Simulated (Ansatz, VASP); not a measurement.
## Two plane-wave programs on Mo

INCAR

```
SYSTEM = Mo
  ALGO = Fast
  EDIFF = 1E-6
  ENCUT = 520
  GGA = PE
  ISIF = 2
  ISMEAR = 0
  LASPH = .True.
  LCHARG = .False.
  LREAL = .False.
  LWAVE = .False.
  NBANDS = 36
  NELM = 80
  PREC = Accurate
  SIGMA = 0.15
```

File KPOINTS:

```
k-points
0
Gamma
  18 18 6
  0 0 0
```

POSCAR

```
Mo
1.0
   -1.5710000000      1.5710000000     -1.5710000000
   -1.5710000000     -1.5710000000      1.5710000000
    0.0000000000      6.0718679656      6.0718679656
Mo
4
Direct
    0.0000000000      0.0000000000      0.9055697573
    0.5000000000      0.5000000000      0.1293671082
    0.0000000000      0.0000000000      0.3881013246
    0.5000000000      0.5000000000      0.6468355409
```

Input for Ansatz:

```yaml
crystal:
  lattice:
    - [-1.571, 1.571, -1.571]
    - [-1.571, -1.571, 1.571]
    - [0.0, 6.0718679656, 6.0718679656]
  atoms:
    - { symbol: Mo, position: [0.0, 0.0, 0.9055697573] }
    - { symbol: Mo, position: [0.5, 0.5, 0.1293671082] }
    - { symbol: Mo, position: [0.0, 0.0, 0.3881013246] }
    - { symbol: Mo, position: [0.5, 0.5, 0.6468355409] }
basis:
  ecutwfc: 420
kpoints:
  mp_grid: { grid: [18, 18, 6] }
hamiltonian:
  xc: pbe
scf:
  occupations: { method: gaussian, width: 0.15 }
output:
  forces: true
  stress: true
  eigenvalues: true
  write_density: true
  write_potential: true
  elf: true
  volumetric_format: npy
```

Alike in both runs: task single point; functional PBE; k mesh 18 × 18 × 6; occupations gaussian, width 0.15 eV; no spin polarisation.

|  | VASP | Ansatz |
| --- | --- | --- |
| version | VASP 6.6.1 | Ansatz 0.2.0 |
| potentials or method | VASP PAW PBE potentials, release 64 (Mo_sv), cutoff 520 eV | scalar-relativistic, plane waves, PAW |
| valence electrons in the cell | 56 | 56 |

VASP gave:

* gap on the k mesh at the Fermi level (eV): none
* pressure (GPa): 18.4
* traceless stress, the component that is largest in VASP (GPa): 4.48
* rms of the force components (eV/Å): 1.248

Task: Which values does Ansatz return?

Result: gap on the k mesh at the Fermi level (eV): none; pressure (GPa): 17.8; traceless stress, the component that is largest in VASP (GPa): 4.40; rms of the force components (eV/Å): 1.229.

Atom by atom the forces differ by 0.019 eV/Å (rms over components). A gap of «none» marks a metal or a gap that the smearing closes. The functional is the same, so the differences come from potentials, cutoffs and numerics.
